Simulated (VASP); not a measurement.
Set up this calculation in VASP 6.6.1, as the native input.

```
Task                   : single point
Functional             : r2SCAN
Potentials or basis    : VASP PAW PBE potentials, release 64 (Y_sv)
Cutoff                 : 520 eV
k mesh                 : 8 × 8 × 5
Occupations            : fermi-dirac, width 0.05 eV
Spin                   : no spin polarisation
Dipole correction      : no
Further INCAR settings : ALGO = Normal; EDIFF = 1e-06; NBANDS = 18
```

Crystal: Y.

```xyz
2
Lattice="3.2938 0.0000 0.0000 -1.6469 2.8525 0.0000 0.0000 0.0000 5.1591" Properties=species:S:1:pos:R:3 pbc="T T T"
Y     1.6469    0.9508    3.8693
Y     0.0000    1.9017    1.2898
```

These files were run (other wordings do the same):

POSCAR

```
Y
1.0
    3.2937715597      0.0000000000      0.0000000000
   -1.6468857799      2.8524898450      0.0000000000
    0.0000000000      0.0000000000      5.1590714327
Y
2
Direct
    0.6666666667      0.3333333333      0.7500000000
    0.3333333333      0.6666666667      0.2500000000
```

INCAR.step1

```
SYSTEM = Y
ALGO     = Normal         ! electronic algorithm
EDIFF    = 1E-4           ! SCF threshold, eV
ENCUT    = 520            ! plane-wave cutoff, eV
GGA      = PE             ! functional
ISMEAR   = -1             ! smearing method
LASPH    = .TRUE.         ! aspherical terms in the spheres
LCHARG   = .FALSE.        ! write CHGCAR
LREAL    = .FALSE.        ! projectors in reciprocal space
LWAVE    = .TRUE.         ! write WAVECAR
NBANDS   = 18             ! bands
NELM     = 60             ! most SCF steps
PREC     = Accurate       ! precision mode
SIGMA    = 0.05           ! smearing width, eV
```

INCAR.step2

```
SYSTEM = Y
ALGO     = Normal         ! electronic algorithm
EDIFF    = 1E-6           ! SCF threshold, eV
ENCUT    = 520            ! plane-wave cutoff, eV
ISIF     = 2              ! what is computed and relaxed
ISMEAR   = -1             ! smearing method
ISTART   = 1            
LASPH    = .TRUE.         ! aspherical terms in the spheres
LCHARG   = .FALSE.        ! write CHGCAR
LMIXTAU  = .TRUE.       
LREAL    = .FALSE.        ! projectors in reciprocal space
LWAVE    = .FALSE.        ! write WAVECAR
METAGGA  = R2SCAN         ! meta-GGA
NBANDS   = 18             ! bands
NELM     = 60             ! most SCF steps
PREC     = Accurate       ! precision mode
SIGMA    = 0.05           ! smearing width, eV
```

KPOINTS

```
k-points
0
G
  8 8 5
  0 0 0
```

Potentials or basis: VASP PAW PBE potentials, release 64 (Y_sv).

Run with:

```sh
$ cat potpaw_PBE.64/Y_sv/POTCAR > POTCAR
$ cp INCAR.step1 INCAR
$ mpirun -np 1 vasp_std > vasp.out
$ cp INCAR.step2 INCAR
$ mpirun -np 1 vasp_std > vasp.out
```

Results of the run:

```
Pressure               : 20.1 GPa
Band gap on the k mesh : zero (bands 11 and 12 overlap by 2.63 eV)
```

Caveat: the cell stands under pressure; the PAW data sets were made with another functional, which shifts forces and pressure a little.

Run time: 2.9 min on 1 thread of Oxide Virtual Turin-like Processor, on a shared host, peak memory 0.15 GiB.
